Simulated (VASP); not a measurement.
Input of a VASP 6.6.1 run:

The input INCAR:

```
ALGO     = Normal         # electronic algorithm
EDIFF    = 1E-6           # SCF threshold, eV
ENCUT    = 520            # plane-wave cutoff, eV
GGA      = PE             # functional
ISIF     = 2              # what is computed and relaxed
ISMEAR   = 0              # smearing method
LASPH    = T              # aspherical terms in the spheres
LCHARG   = F              # write CHGCAR
LREAL    = F              # projectors in reciprocal space
LWAVE    = F              # write WAVECAR
NBANDS   = 29             # bands
NELM     = 100            # most SCF steps
PREC     = Accurate       # precision mode
SIGMA    = 0.2            # smearing width, eV
```

The input KPOINTS:

```
k-points
0
Gamma
  4 4 2
```

The input POSCAR:

```
Cd2Se3
1.0
    4.4428698153      0.0000000000      0.0000000000
   -2.2214349077      3.8476381258      0.0000000000
    0.0000000000      0.0000000000      9.4848693907
Cd Se
2 3
Direct
    0.3333333333      0.6666666667      0.0936680915
    0.0000000000      0.0000000000      0.4611732158
    0.3333333333      0.6666666667      0.3777012194
    0.0000000000      0.0000000000      0.0002638956
    0.0000000000      0.0000000000      0.7481935778
```

Potentials or basis: VASP PAW PBE potentials, release 64 (Cd, Se).

Command:

```bash
$ cat potpaw_PBE.64/Cd/POTCAR potpaw_PBE.64/Se/POTCAR > POTCAR
$ mpirun -np 1 vasp_std > vasp.out
```

**Question.** What does it give for the band gap on the k mesh?

**Answer.** Zero (bands 21 and 22 overlap by 0.04 eV).

**Question.** Estimate the largest force.

**Answer.** 0.046 eV/Å.

Forces in eV/Å, atoms in the order of the input:
```
Cd   0.000  0.000 -0.006
Cd   0.000  0.000  0.000
Se   0.000  0.000  0.008
Se   0.000  0.000 -0.046
Se   0.000  0.000  0.044
```

Caveat: the k points lie up to 0.41 Å⁻¹ apart; semilocal functionals underestimate gaps, and a narrow one can read as zero.
